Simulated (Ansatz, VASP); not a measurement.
**ScTe2 in VASP and in Ansatz**

```
Sc Te
1.0
     0.00000    3.51462    3.51462
     3.51462    0.00000    3.51462
     3.51462    3.51462    0.00000
Sc Te
1 2
Direct
  0.00000 0.00000 0.00000
  0.25000 0.25000 0.25000
  0.75000 0.75000 0.75000
```

Alike in both runs: task single point; functional PBE; k mesh 8 × 8 × 8; occupations gaussian, width 0.05 eV; no spin polarisation.

|  | VASP | Ansatz |
| --- | --- | --- |
| version | VASP 6.6.1 | Ansatz 0.2.0 |
| potentials or method | VASP PAW PBE potentials, release 64 (Sc_sv, Te), cutoff 520 eV | scalar-relativistic, plane waves, PAW |
| valence electrons in the cell | 23 | 43 |

|  | VASP | Ansatz | Ansatz less VASP |
| --- | --- | --- | --- |
| gap on the k mesh at the Fermi level (eV) | none | none | - |
| pressure (GPa) | 2.4 | 2.3 | -0.08 |

A gap of «none» marks a metal or a gap that the smearing closes. VASP's potentials hold 23 valence electrons a cell and Ansatz's 43, so a difference there can come from the potentials and not from the codes.

Spin-orbit coupling is off throughout.
